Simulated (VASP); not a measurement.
Input of a VASP 6.6.1 run:

File INCAR:

```
SYSTEM = CaO
  PREC = Accurate
  ENCUT = 600
  EDIFF = 1E-6
  ISMEAR = -1
  SIGMA = 0.03
  LREAL = .False.
  LASPH = .True.
  NELM = 120
  ALGO = Normal
  ISIF = 2
  LWAVE = .False.
  LCHARG = .True.
  GGA = PE
  LELF = .True.
  LVHAR = .True.
  NBANDS = 15
  GGA_COMPAT = .False.
```

File KPOINTS:

```
Automatic mesh
0
Gamma
  4 4 4
  0 0 0
```

POSCAR

```
CaO
1.0
    0.0000000000      2.4035556960      2.4035556960
    2.4035556960      0.0000000000      2.4035556960
    2.4035556960      2.4035556960      0.0000000000
Ca O
1 1
Direct
    0.0000000000      0.0000000000      0.0000000000
    0.5000000000      0.5000000000      0.5000000000
```

Potentials or basis: VASP PAW PBE potentials, release 64 (Ca_sv, O).

Run with:

```sh
$ cat potpaw_PBE.64/Ca_sv/POTCAR potpaw_PBE.64/O/POTCAR > POTCAR
$ mpirun -np 1 vasp_std > vasp.out
```

(1) Estimate the pressure.

(2) What does it give for the band gap on the k mesh?

Results:

(1) 2.1 GPa.

(2) 3.63 eV, indirect (least direct gap 4.00 eV).

Caveat: the k points lie up to 0.57 Å⁻¹ apart.
